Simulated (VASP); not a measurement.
# LiCl (Fm-3m) in VASP: a series of runs

Runs on LiCl. Level: PBE. Tasks: single point.

All numbers are computed with VASP 6.6.1; they aren't measurements. Logs are shortened: lines on timing, memory, paths and dates and some standing lists are left out, and cuts for length are marked.

## (1) The cell of the first run

It takes space group Fm-3m (No. 225, cubic). The conventional cell has a = 5.140 Å, b = 5.140 Å, c = 5.140 Å, α = 90.00°, β = 90.00°, γ = 90.00°. Within 3.4 Å of Li (site symmetry m-3m) lie 6 Cl at 2.57 Å. Cl (site symmetry m-3m) has 6 Li at 2.57 Å within 3.4 Å.

## (2) Single point, PBE

INCAR reads:

```
SYSTEM = LiCl
PREC = Accurate ; ENCUT = 750
EDIFF = 1E-6 ; ISMEAR = 0
SIGMA = 0.01 ; LREAL = .False.
LASPH = .True. ; NELM = 120
ALGO = Normal ; ISIF = 2
LWAVE = .False. ; LCHARG = .False.
GGA = PE ; NBANDS = 12
GGA_COMPAT = .False.
```

KPOINTS reads:

```
regular mesh
0
Gamma
  2 2 2
  0 0 0
```

POSCAR reads:

```
LiCl
1.0
    0.0000000000      2.5700000000      2.5700000000
    2.5700000000      0.0000000000      2.5700000000
    2.5700000000      2.5700000000      0.0000000000
Li Cl
1 1
Direct
    0.0000000000      0.0000000000      0.0000000000
    0.5000000000      0.5000000000      0.5000000000
```

Potentials or basis: VASP PAW PBE potentials, release 64 (Li_sv, Cl).

Command:

```sh
cat potpaw_PBE.64/Li_sv/POTCAR potpaw_PBE.64/Cl/POTCAR > POTCAR
mpirun -np 1 vasp_std > vasp.out
```

OUTCAR:

```text
SYSTEM = LiCl
   PREC = Accurate
   ENCUT = 750
   EDIFF = 1E-6
   ISMEAR = 0
   LREAL = .False.
   LASPH = .True.
   NELM = 120
   ISIF = 2
   GGA = PE

 ion  position               nearest neighbor table
   1  0.000  0.000  0.000-   2 2.57   2 2.57   2 2.57   2 2.57   2 2.57   2 2.57
   2  0.500  0.500  0.500-   1 2.57   1 2.57   1 2.57   1 2.57   1 2.57   1 2.57

  LATTYP: Found a face centered cubic cell.
 ALAT       =     5.1400000000

  Lattice vectors:

 A1 = (   0.0000000000,   2.5700000000,   2.5700000000)
 A2 = (   2.5700000000,   0.0000000000,   2.5700000000)
 A3 = (   2.5700000000,   2.5700000000,   0.0000000000)

Analysis of symmetry for initial positions (statically):
=====================================================================
 Subroutine PRICEL returns:
 Original cell was already a primitive cell.

 Routine SETGRP: Setting up the symmetry group for a
 face centered cubic supercell.

 Subroutine GETGRP returns: Found 48 space group operations
 (whereof 48 operations were pure point group operations)
 out of a pool of 48 trial point group operations.

The static configuration has the point symmetry O_h .

Analysis of symmetry for dynamics (positions and initial velocities):
=====================================================================
 Subroutine PRICEL returns:
 Original cell was already a primitive cell.

 Routine SETGRP: Setting up the symmetry group for a
 face centered cubic supercell.

 Subroutine GETGRP returns: Found 48 space group operations
 (whereof 48 operations were pure point group operations)
 out of a pool of 48 trial point group operations.

The dynamic configuration has the point symmetry O_h .

 Subroutine INISYM returns: Found 48 space group operations
 (whereof 48 operations are pure point group operations),
 and found     1 'primitive' translations

----------------------------------------------------------------------------------------

                                     Primitive cell

  volume of cell :      33.9492

  direct lattice vectors                    reciprocal lattice vectors
     0.000000000  2.570000000  2.570000000    -0.194552529  0.194552529  0.194552529
     2.570000000  0.000000000  2.570000000     0.194552529 -0.194552529  0.194552529
     2.570000000  2.570000000  0.000000000     0.194552529  0.194552529 -0.194552529

  length of vectors
     3.634528855  3.634528855  3.634528855     0.336974865  0.336974865  0.336974865

  position of ions in fractional coordinates (direct lattice)
     0.000000000  0.000000000  0.000000000
     0.500000000  0.500000000  0.500000000

  ion indices of the primitive-cell ions
   primitive index   ion index
                 1           1
                 2           2

----------------------------------------------------------------------------------------

 KPOINTS: regular mesh

Automatic generation of k-mesh.
 Grid dimensions read from file:
 generate k-points for:    2    2    2

 Generating k-lattice:

  Cartesian coordinates                     Fractional coordinates (reciprocal lattice)
    -0.097276265  0.097276265  0.097276265     0.500000000  0.000000000  0.000000000
     0.097276265 -0.097276265  0.097276265     0.000000000  0.500000000  0.000000000
     0.097276265  0.097276265 -0.097276265     0.000000000  0.000000000  0.500000000

  Length of vectors
     0.168487433  0.168487433  0.168487433

  Shift w.r.t. Gamma in fractional coordinates (k-lattice)
     0.000000000  0.000000000  0.000000000

 Subroutine IBZKPT returns following result:
 ===========================================

 Found      3 irreducible k-points:

 Following reciprocal coordinates:
            Coordinates               Weight
  0.000000  0.000000  0.000000      1.000000
  0.500000  0.000000  0.000000      4.000000
  0.500000  0.500000  0.000000      3.000000
   k-points           NKPTS =      3   k-points in BZ     NKDIM =      3   number of bands    NBANDS=     12
   number of dos      NEDOS =    301   number of ions     NIONS =      2
   total plane-waves  NPLWV =  32768
   dimension x,y,z NGX =    32 NGY =   32 NGZ =   32
   dimension x,y,z NGXF=    64 NGYF=   64 NGZF=   64
   ions per type =               1   1
   NGX,Y,Z   is equivalent  to a cutoff of  14.64, 14.64, 14.64 a.u.
   NGXF,Y,Z  is equivalent  to a cutoff of  29.27, 29.27, 29.27 a.u.
 SYSTEM =  LiCl
   PREC   = accura    normal or accurate (medium, high low for compatibility)
   ISTART =      0    job   : 0-new  1-cont  2-samecut
   ICHARG =      2    charge: 1-file 2-atom 10-const
   ISPIN  =      1    spin polarized calculation?
   LNONCOLLINEAR =      F non collinear calculations
   LSORBIT =      F    spin-orbit coupling
   LASPH  =      T    aspherical Exc in radial PAW
   ENCUT  =  750.0 eV  55.12 Ry    7.42 a.u.   8.12  8.12  8.12*2*pi/ulx,y,z
   NELM   =    120;   NELMIN=  2; NELMDL= -5     # of ELM steps
   EDIFF  = 0.1E-05   stopping-criterion for ELM
   LREAL  =      F    real-space projection
   EDIFFG = 0.1E-04   stopping-criterion for IOM
   NSW    =      0    number of steps for IOM
   IBRION =     -1    ionic relax: 0-MD 1-quasi-New 2-CG
   NFREE  =      0    steps in history (QN), initial steepest desc. (CG)
   ISIF   =      2    stress and relaxation
   ISYM   =      2    0-nonsym 1-usesym 2-fastsym
   POTIM  = 0.5000    time-step for ionic-motion
   TEBEG  =    0.0;   TEEND  =   0.0 temperature during run
   PSTRESS=    0.0 pullay stress
   NELECT =      10.0000    total number of electrons
   NUPDOWN=      -1.0000    fix difference up-down
   EMIN   =  10.00;   EMAX   =-10.00  energy-range for DOS
   EFERMI =   0.00;   METHOD = LEGACY
   ISMEAR =     0;   SIGMA  =   0.01  broadening in eV -4-tet -1-fermi 0-gaus
   EFERMI_NEDOS =   21; number of points for ismear=-14 and -15
   IALGO  =     38    algorithm
   IMIX   =      4    mixing-type and parameters
     AMIX     =   0.40;   BMIX     =  1.00
     AMIX_MAG =   1.60;   BMIX_MAG =  1.00
  volume/ion in A,a.u.               =      16.97       114.55
  Fermi-wavevector in a.u.,A,eV,Ry     =   1.089260  2.058404 16.143152  1.186488
  Thomas-Fermi vector in A             =   2.225460
   LORBIT       =      0    0 simple, 1 ext, 2 COOP (PROOUT), +10 PAW based schemes
   GGA     = PE    functional components
   LHFCALC =     F    Hartree Fock is set to
   AEXX    =    0.0000 exact exchange contribution
   IVDW    =     0    specifies the selected vdW correction
   LEPSILON=     F    determine dielectric tensor
   LRPA    =     F    only Hartree local field effects (RPA)
 non-spin polarized calculation
 Gauss-broadening in eV      SIGMA  =   0.01
  energy-cutoff  :      750.00
  volume of cell :       33.95
 maximum number of plane-waves:      1591
   NGX = 17   NGY = 17   NGZ = 17

 number of electron      10.0000002 magnetization

 Free energy of the ion-electron system (eV)
  ---------------------------------------------------
  ext. energy  EPLUGINS =         0.00000000
  ---------------------------------------------------
  free energy    TOTEN  =        -6.85305163 eV

  energy without entropy =       -6.85305163  energy(sigma->0) =       -6.85305163

 E-fermi :   0.9396     XC(G=0):  -8.6056

 val. band max:        0.7809369191   @ k =   0.0000   0.0000   0.0000
 cond. band min:       6.9864339509   @ k =   0.0000   0.0000   0.0000
 fundamental gap:      6.2054970318
 Fermi energy:         0.9396182188

 k-point     1 :       0.0000    0.0000    0.0000
  band No.  band energies     occupation
      1     -43.1490      2.00000
      2     -12.5726      2.00000
      3       0.7809      2.00000
      4       0.7809      2.00000
      5       0.7809      2.00000
      6       6.9864      0.00000
      7      12.5858      0.00000
      8      12.5858      0.00000
      9      12.5858      0.00000
     10      15.0592      0.00000
     11      15.0592      0.00000
     12      15.0593      0.00000

 k-point     2 :       0.5000    0.0000    0.0000
  band No.  band energies     occupation
      1     -43.1464      2.00000
      2     -11.9963      2.00000
      3      -2.0655      2.00000
      4       0.5250      2.00000
      5       0.5250      2.00000
      6       7.4129      0.00000
      7      10.0998      0.00000
      8      10.0998      0.00000
      9      13.6357      0.00000
     10      17.4821      0.00000
     11      17.7816      0.00000
     12      17.7816      0.00000

 k-point     3 :       0.5000    0.5000    0.0000
  band No.  band energies     occupation
      1     -43.1457      2.00000
      2     -11.7487      2.00000
      3      -2.1417      2.00000
      4      -0.3353      2.00000
      5      -0.3353      2.00000
      6       8.4707      0.00000
      7       8.9640      0.00000
      8      13.1255      0.00000
      9      14.7041      0.00000
     10      14.7041      0.00000
     11      17.6673      0.00000
     12      19.2774      0.00000

------------------------ aborting loop because EDIFF is reached ----------------------------------------

  FORCE on cell =-STRESS in cart. coord.  units (eV):
  Direction    XX          YY          ZZ          XY          YZ          ZX
  --------------------------------------------------------------------------------------
  -------------------------------------------------------------------------------------
  Total        1.1419348      1.1419348      1.1419348     -0.0000000     -0.0000000      0.0000000
  in kB       53.8917788     53.8917788     53.8917788     -0.0000000     -0.0000000      0.0000000
  external PRESSURE =      53.8917788 kB  Pullay stress =       0.0000000 kB

 VOLUME and BASIS-vectors are now :
 -----------------------------------------------------------------------------
  energy-cutoff  :      750.00
  volume of cell :       33.95
      direct lattice vectors                 reciprocal lattice vectors
     0.000000000  2.570000000  2.570000000    -0.194552529  0.194552529  0.194552529
     2.570000000  0.000000000  2.570000000     0.194552529 -0.194552529  0.194552529
     2.570000000  2.570000000  0.000000000     0.194552529  0.194552529 -0.194552529

 POSITION                                       TOTAL-FORCE (eV/Angst)
 -----------------------------------------------------------------------------------
      0.00000      0.00000      0.00000        -0.000000      0.000000     -0.000000
      2.57000      2.57000      2.57000         0.000000     -0.000000      0.000000
 -----------------------------------------------------------------------------------
    total drift:                               -0.000000     -0.000000      0.000000

  FREE ENERGIE OF THE ION-ELECTRON SYSTEM (eV)
  ---------------------------------------------------
  free  energy   TOTEN  =        -6.8530516292 eV

  energy  without entropy=       -6.8530516292  energy(sigma->0) =       -6.85305163
```

It took 2.9 s on 1 thread of Intel Xeon Platinum 8488C (Sapphire Rapids), shared host; peak memory 0.16 GiB.

What came out:

```yaml
Free_energy: -6.8531 eV
Pressure: 5.4 GPa
Band_gap_on_the_k_mesh: 6.21 eV, direct
```

Caveat: the k points lie up to 1.06 Å⁻¹ apart. A k mesh can miss the band edges.

## (3) Single point, PBE

INCAR reads:

```
ALGO = Normal ; EDIFF = 1E-6
ENCUT = 750 ; GGA = PE
GGA_COMPAT = F ; ISIF = 2
ISMEAR = 0 ; LASPH = T
LCHARG = F ; LREAL = F
LWAVE = F ; NBANDS = 12
NELM = 120 ; PREC = Accurate
SIGMA = 0.01
```

KPOINTS reads:

```
k-points
0
Gamma
  2 2 2
```

POSCAR is that of step 2.

Potentials or basis: VASP PAW PBE potentials, release 64 (Li_sv, Cl).

Command:

```sh
cat potpaw_PBE.64/Li_sv/POTCAR potpaw_PBE.64/Cl/POTCAR > POTCAR
mpirun -np 1 vasp_std > vasp.out
```

It took 3.2 s on 1 thread of Intel Xeon Platinum 8488C (Sapphire Rapids), shared host; peak memory 0.16 GiB.

The run converged. Its results:

- Free energy: -6.8531 eV
- Pressure: 5.4 GPa
- Band gap on the k mesh: 6.21 eV, direct

Levels at points of the mesh, in eV from the valence-band top:
| k point | band 1 | band 2 | band 3 | band 4 | band 5 | band 6 | band 7 | band 8 | band 9 | band 10 |
| --- | --- | --- | --- | --- | --- | --- | --- | --- | --- | --- |
| (0.00, 0.00, 0.00) | -43.93 | -13.35 | 0.00 | 0.00 | 0.00 | 6.21 | 11.80 | 11.80 | 11.80 | 14.28 |
| (0.50, 0.00, 0.00) | -43.93 | -12.78 | -2.85 | -0.26 | -0.26 | 6.63 | 9.32 | 9.32 | 12.85 | 16.70 |
| (0.50, 0.50, 0.00) | -43.93 | -12.53 | -2.92 | -1.12 | -1.12 | 7.69 | 8.18 | 12.34 | 13.92 | 13.92 |

Caveat: the k points lie up to 1.06 Å⁻¹ apart.

## (4) Single point, PBE

INCAR reads:

```
SYSTEM = LiCl
  PREC = Accurate
  ENCUT = 750
  EDIFF = 1E-6
  ISMEAR = 0
  SIGMA = 0.01
  LREAL = .False.
  LASPH = .True.
  NELM = 120
  ALGO = Normal
  ISIF = 2
  LWAVE = .False.
  LCHARG = .True.
  GGA = PE
  LELF = .True.
  LVHAR = .True.
  NBANDS = 12
  GGA_COMPAT = .False.
```

KPOINTS reads:

```
regular mesh
0
Gamma
  4 4 4
  0 0 0
```

POSCAR is that of step 3.

Command:

```sh
cat potpaw_PBE.64/Li_sv/POTCAR potpaw_PBE.64/Cl/POTCAR > POTCAR
mpirun -np 1 vasp_std > vasp.out
```

Wall time 7.2 s (1 thread of Intel Xeon Platinum 8488C (Sapphire Rapids), shared host); peak memory 0.16 GiB.

The run converged. Its results:

```
Free energy            : -7.3773 eV
Pressure               : 0.2 GPa
Band gap on the k mesh : 6.30 eV, direct
```

Levels at points of the mesh, in eV from the valence-band top:
| k point | band 1 | band 2 | band 3 | band 4 | band 5 | band 6 | band 7 | band 8 | band 9 | band 10 |
| --- | --- | --- | --- | --- | --- | --- | --- | --- | --- | --- |
| (0.00, 0.00, 0.00) | -43.54 | -13.38 | 0.00 | 0.00 | 0.00 | 6.30 | 11.93 | 11.93 | 11.93 | 14.49 |
| (0.50, 0.00, 0.00) | -43.53 | -12.81 | -2.79 | -0.25 | -0.25 | 6.75 | 9.49 | 9.49 | 12.91 | 16.85 |
| (0.50, 0.50, 0.00) | -43.53 | -12.57 | -2.87 | -1.09 | -1.09 | 7.86 | 8.30 | 12.39 | 14.07 | 14.07 |

Caveat: the k points lie up to 0.53 Å⁻¹ apart.

## (5) Single point, PBE

INCAR reads:

```
  PREC = Accurate
  ENCUT = 750
  EDIFF = 1E-6
  ISMEAR = 0
  SIGMA = 0.01
  LREAL = False
  LASPH = True
  NELM = 120
  ALGO = Normal
  ISIF = 2
  LWAVE = False
  LCHARG = True
  GGA = PE
  LELF = True
  LVHAR = True
  NBANDS = 12
  GGA_COMPAT = False
```

KPOINTS reads:

```
regular mesh
0
Gamma
  6 6 6
```

POSCAR is that of step 4.

Command:

```sh
cat potpaw_PBE.64/Li_sv/POTCAR potpaw_PBE.64/Cl/POTCAR > POTCAR
mpirun -np 1 vasp_std > vasp.out
```

Wall time 6.8 s (1 thread of Intel Xeon Platinum 8488C (Sapphire Rapids), shared host); peak memory 0.17 GiB.

It converged, with:

- Free energy: -7.3836 eV
- Pressure: 0.1 GPa
- Band gap on the k mesh: 6.30 eV, direct

Levels at points of the mesh, in eV from the valence-band top:
```
           k point  band 1  band 2  band 3  band 4  band 5  band 6  band 7  band 8  band 9  band 10
(0.00, 0.00, 0.00)  -43.52  -13.38    0.00    0.00    0.00    6.30   11.93   11.93   11.93    14.49
(0.50, 0.00, 0.00)  -43.52  -12.81   -2.79   -0.25   -0.25    6.75    9.50    9.50   12.91    16.86
(0.50, 0.50, 0.00)  -43.52  -12.57   -2.86   -1.09   -1.09    7.86    8.30   12.39   14.07    14.07
```

A k mesh can miss the band edges.

## (6) Single point, PBE

INCAR reads:

```
SYSTEM = LiCl
  PREC = Accurate
  ENCUT = 750
  EDIFF = 1E-6
  ISMEAR = 0
  SIGMA = 0.01
  LREAL = .FALSE.
  LASPH = .TRUE.
  NELM = 120
  ALGO = Normal
  ISIF = 2
  LWAVE = .FALSE.
  LCHARG = .FALSE.
  GGA = PE
  NBANDS = 12
  GGA_COMPAT = .FALSE.
```

KPOINTS reads:

```
regular mesh
0
G
  6 6 6
  0 0 0
```

POSCAR is that of step 5.

Potentials or basis: VASP PAW PBE potentials, release 64 (Li_sv, Cl).

Command:

```sh
cat potpaw_PBE.64/Li_sv/POTCAR potpaw_PBE.64/Cl/POTCAR > POTCAR
mpirun -np 1 vasp_std > vasp.out
```

It took 8 s on 1 thread of Intel Xeon Platinum 8488C (Sapphire Rapids), shared host; peak memory 0.17 GiB.

It converged, with:

* Free energy: -7.3836 eV
* Pressure: 0.1 GPa
* Band gap on the k mesh: 6.30 eV, direct

Levels at points of the mesh, in eV from the valence-band top:
| k point | band 2 | band 3 | band 4 | band 5 | band 6 | band 7 | band 8 | band 9 |
| --- | --- | --- | --- | --- | --- | --- | --- | --- |
| (0.00, 0.00, 0.00) | -13.38 | 0.00 | 0.00 | 0.00 | 6.30 | 11.93 | 11.93 | 11.93 |
| (0.50, 0.00, 0.00) | -12.81 | -2.79 | -0.25 | -0.25 | 6.75 | 9.50 | 9.50 | 12.91 |
| (0.50, 0.50, 0.00) | -12.57 | -2.86 | -1.09 | -1.09 | 7.86 | 8.30 | 12.39 | 14.07 |

A k mesh can miss the band edges. Expect the measured gap to be larger: semilocal functionals such as PBE lack the derivative discontinuity.

## (7) Single point, PBE

INCAR reads:

```
SYSTEM = LiCl
ALGO = Normal
EDIFF = 1E-6
ENCUT = 750
GGA = PE
GGA_COMPAT = .False.
ISIF = 2
ISMEAR = 0
LASPH = .True.
LCHARG = .False.
LREAL = .False.
LWAVE = .False.
NBANDS = 12
NELM = 120
PREC = Accurate
SIGMA = 0.01
```

KPOINTS reads:

```
k-points
0
Gamma
  8 8 8
  0 0 0
```

POSCAR is that of step 6.

Command:

```sh
cat potpaw_PBE.64/Li_sv/POTCAR potpaw_PBE.64/Cl/POTCAR > POTCAR
mpirun -np 1 vasp_std > vasp.out
```

Run time: 14 s. Hardware: 1 thread of Intel Xeon Platinum 8488C (Sapphire Rapids), shared host; peak memory 0.17 GiB.

It converged, with:

* Free energy: -7.3837 eV
* Pressure: 0.1 GPa
* Band gap on the k mesh: 6.30 eV, direct

Levels at points of the mesh, in eV from the valence-band top:
| k point | band 2 | band 3 | band 4 | band 5 | band 6 | band 7 | band 8 | band 9 |
| --- | --- | --- | --- | --- | --- | --- | --- | --- |
| (0.00, 0.00, 0.00) | -13.38 | 0.00 | 0.00 | 0.00 | 6.30 | 11.93 | 11.93 | 11.93 |
| (0.50, 0.00, 0.00) | -12.81 | -2.79 | -0.25 | -0.25 | 6.75 | 9.50 | 9.50 | 12.91 |
| (0.50, 0.50, 0.00) | -12.57 | -2.86 | -1.09 | -1.09 | 7.86 | 8.30 | 12.39 | 14.07 |

A k mesh can miss the band edges. A hybrid or GW would open this gap; PBE tends to underestimate it.

## (8) The runs side by side

| k mesh | gap on the mesh (eV) | pressure (GPa) |
| --- | --- | --- |
| 2 × 2 × 2 | 6.21 | 5.4 |
| 4 × 4 × 4 | 6.30 | 0.2 |
| 6 × 6 × 6 | 6.30 | 0.1 |
| 8 × 8 × 8 | 6.30 | 0.1 |

Alike in all rows: task single point; level PBE; potentials or basis VASP PAW PBE potentials, release 64 (Li_sv, Cl); no spin polarisation; cell as given; cutoff (eV) 750; smearing gaussian 0.01 eV.

Caveats: some runs use coarse meshes.

Absolute energies hang on the potentials; compare differences alone.
